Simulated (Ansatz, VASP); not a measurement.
## One calculation of Bi, two programs

INCAR

```
SYSTEM = Bi
PREC = Accurate
ENCUT = 520
EDIFF = 1E-6
ISMEAR = 1
SIGMA = 0.1
LREAL = .FALSE.
LASPH = .TRUE.
NELM = 60
ALGO = Normal
ISIF = 2
LWAVE = .FALSE.
LCHARG = .FALSE.
NBANDS = 14
```

KPOINTS

```
regular mesh
0
G
  6 6 6
  0 0 0
```

The input POSCAR:

```
Bi
1.0
   -4.2300652660      4.2300652660      1.4543624171
    4.2300652660     -4.2300652660      1.4543624171
    4.2300652660      4.2300652660     -1.4543624171
Bi
1
Direct
    0.0000000000      0.0000000000      0.0000000000
```

Input for Ansatz:

```yaml
crystal:
  lattice:
    - [-4.230065266016129, 4.230065266016133, 1.4543624171295724]
    - [4.230065266016129, -4.230065266016133, 1.4543624171295706]
    - [4.230065266016129, 4.230065266016128, -1.4543624171295724]
  atoms:
    - { symbol: Bi, position: [-2.0388090771084098e-33, -1.0715466994385912e-33, 1.1471354712435187e-33] }
kpoints:
  mp_grid:
    grid: [6, 6, 6]
hamiltonian:
  xc: lda
scf:
  occupations:
    method: cold
    width: 0.1
output:
  forces: true
  stress: true
```

Alike in both runs: task single point; functional LDA; k mesh 6 × 6 × 6; no spin polarisation.

|  | VASP | Ansatz |
| --- | --- | --- |
| version | VASP 6.6.1 | Ansatz 0.2.0 |
| potentials or method | VASP PAW LDA potentials, release 64 (Bi_d) | plane waves, PAW |
| plane-wave cutoff (eV) | 520 | 420 |
| occupations | methfessel-paxton of order 1, width 0.1 eV | cold, width 0.1 eV |
| valence electrons in the cell | 15 | 15 |

|  | VASP | Ansatz | Ansatz less VASP |
| --- | --- | --- | --- |
| pressure (GPa) | -0.1 | -0.1 | +0.05 |
| traceless stress, the component that is largest in VASP (GPa) | 0.04 | 0.08 | +0.043 |

LDA's correlation is that of Perdew and Zunger in VASP and of Perdew and Wang (1992) in Ansatz.

The k mesh is coarse, so the values compare programs but aren't converged. Neither program's run includes spin-orbit coupling.
